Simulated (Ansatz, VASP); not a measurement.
One calculation of Ca3TiN, two programs

```
Ca Ti N
1.0
     4.99052    0.00000    0.00000
     0.00000    4.99052    0.00000
     0.00000    0.00000    4.99052
Ca Ti N
3 1 1
Direct
  0.50000 0.50000 0.00000
  0.00000 0.50000 0.50000
  0.50000 0.00000 0.50000
  0.00000 0.00000 0.00000
  0.50000 0.50000 0.50000
```

Change from the starting cell: species swapped into the Tb3InN type (Pm-3m, No. 221).

Alike in both runs: functional PBE; k mesh 4 × 4 × 4; occupations gaussian, width 0.1 eV; collinear spin.

Ansatz relaxed the structure, and its values are those at the end. VASP's run is a single point on that final structure, the one shown.

|  | VASP | Ansatz |
| --- | --- | --- |
| version | VASP 6.6.1 | Ansatz 0.2.0 |
| potentials or method | VASP PAW PBE potentials, release 64 (Ca_sv, Ti_sv, N), cutoff 520 eV | scalar-relativistic, plane waves, PAW |
| valence electrons in the cell | 47 | 47 |

```tsv
	VASP	Ansatz	Ansatz less VASP
gap on the k mesh at the Fermi level (eV)	none	none	-
pressure (GPa)	-0.9	0.1	+1.00
net moment per atom (μB)	0.00	0.85	+0.848
size of the moment on the site where the two differ most (μB)	0.00	2.41	+2.412
```

The net moments are unlike, so the other rows may belong to different states. Site moments also hang on the region over which each program counts them. A gap of «none» marks a metal or a gap that the smearing closes.
